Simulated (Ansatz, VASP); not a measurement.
## Two plane-wave programs on HfO2

INCAR

```
  PREC = Accurate
  ENCUT = 520
  EDIFF = 1E-7
  ISMEAR = 0
  SIGMA = 0.05
  LREAL = F
  LASPH = T
  NELM = 100
  ALGO = Normal
  ISIF = 2
  LWAVE = F
  LCHARG = F
  GGA = PE
  NBANDS = 31
```

Contents of KPOINTS:

```
Automatic mesh
0
Gamma
  6 6 4
```

File POSCAR:

```
HfO2
1.0
    3.5141971928      0.0000000000      0.0000000000
    0.0000000000      3.5141971928      0.0000000000
    0.0000000000      0.0000000000      5.0007687972
Hf O
2 4
Direct
    0.5000000000      0.5000000000      0.5000000000
    0.0000000000      0.0000000000      0.0000000000
    0.0000000000      0.5000000000      0.6932521152
    0.5000000000      0.0000000000      0.8067478848
    0.5000000000      0.0000000000      0.3067478848
    0.0000000000      0.5000000000      0.1932521152
```

Input for Ansatz:

```yaml
crystal:
  lattice:
    - [3.5141971928, 0.0, 0.0]
    - [0.0, 3.5141971928, 0.0]
    - [0.0, 0.0, 5.0007687972]
  atoms:
    - { symbol: Hf, position: [0.5, 0.5, 0.5] }
    - { symbol: Hf, position: [0.0, 0.0, 0.0] }
    - { symbol: O, position: [0.0, 0.5, 0.6932521152] }
    - { symbol: O, position: [0.5, 0.0, 0.8067478848] }
    - { symbol: O, position: [0.5, 0.0, 0.3067478848] }
    - { symbol: O, position: [0.0, 0.5, 0.1932521152] }
basis:
  ecutwfc: 420
kpoints:
  mp_grid: { grid: [6, 6, 4] }
hamiltonian:
  xc: pbe
scf:
  occupations: { method: gaussian, width: 0.05 }
output:
  forces: true
  stress: true
  eigenvalues: true
```

Change from the starting cell: strain -0.025 along x and y, -0.050 along z, atoms carried along.

Alike in both runs: task single point; functional PBE; k mesh 6 × 6 × 4; occupations gaussian, width 0.05 eV; no spin polarisation.

```csv
,VASP,Ansatz
version,VASP 6.6.1,Ansatz 0.2.0
potentials or method,"VASP PAW PBE potentials, release 64 (Hf_pv, O), cutoff 520 eV","scalar-relativistic, plane waves, PAW"
valence electrons in the cell,44,76
```

VASP gave:

| Quantity | Value |
| --- | --- |
| gap on the k mesh at the Fermi level (eV) | 4.65 |
| least direct gap on the mesh (eV) | 4.75 |
| pressure (GPa) | 25.2 |
| traceless stress, the component that is largest in VASP (GPa) | 3.73 |
| rms of the force components (eV/Å) | 0.314 |

**Question.** Which values does Ansatz return?

**Answer.** gap on the k mesh at the Fermi level (eV): 4.68; least direct gap on the mesh (eV): 4.77; pressure (GPa): 29.1; traceless stress, the component that is largest in VASP (GPa): 3.56; rms of the force components (eV/Å): 0.328.

Atom by atom the forces differ by 0.014 eV/Å (rms over components). With one functional, cell and mesh, what is left measures potentials, basis and numerics. VASP's potentials hold 44 valence electrons a cell and Ansatz's 76, so a difference there can come from the potentials and not from the codes.

Spin-orbit coupling is off throughout.
